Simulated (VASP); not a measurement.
Wanted: the native input for a VASP 6.6.1 run.

```yaml
Task: single point
Functional: PBE
Potentials_or_basis: VASP PAW PBE potentials, release 64 (Si, Ge_d, C)
Cutoff: 520 eV
k_mesh: 6 × 6 × 2
Occupations: gaussian, width 0.1 eV
Spin: no spin polarisation
Dipole_correction: no
Further_INCAR_settings: ALGO = Normal; EDIFF = 1e-06; NBANDS = 26
```

The structure of Si2GeC3 lies in POSCAR:

```
Si2GeC3
1.0
    4.4923661700      0.0000000000      0.0000000000
   -2.2461830800      3.8905032200      0.0000000000
    0.0000000000      0.0000000000      9.0219018300
Si Ge C
2 1 3
Direct
    0.3333333300      0.6666666700      0.5000000000
    0.6666666700      0.3333333300      0.5000000000
    0.0000000000      0.0000000000      0.5000000000
    0.3333333300      0.6666666700      0.0000000000
    0.6666666700      0.3333333300      0.0000000000
    0.0000000000      0.0000000000      0.0000000000
```

The input as run:

INCAR

```
SYSTEM = Si2GeC3
PREC = Accurate
ENCUT = 520
EDIFF = 1E-6
ISMEAR = 0
SIGMA = 0.1
LREAL = .FALSE.
LASPH = .TRUE.
NELM = 100
ALGO = Normal
ISIF = 2
LWAVE = .FALSE.
LCHARG = .FALSE.
GGA = PE
NBANDS = 26
```

KPOINTS

```
regular mesh
0
G
  6 6 2
  0 0 0
```

Potentials or basis: VASP PAW PBE potentials, release 64 (Si, Ge_d, C).

Launch:

```console
$ cat potpaw_PBE.64/Si/POTCAR potpaw_PBE.64/Ge_d/POTCAR potpaw_PBE.64/C/POTCAR > POTCAR
$ mpirun -np 1 vasp_std > vasp.out
```

Results of the run:

The pressure is -8.2 GPa and the band gap on the k mesh is zero (band 17 reaches 1.33 eV, above the bottom of band 18 at -0.38 eV).

Wall time 42 s on 1 thread of Intel(R) Xeon(R) Platinum 8488C (Sapphire Rapids) (shared host), peak memory 0.3 GiB.
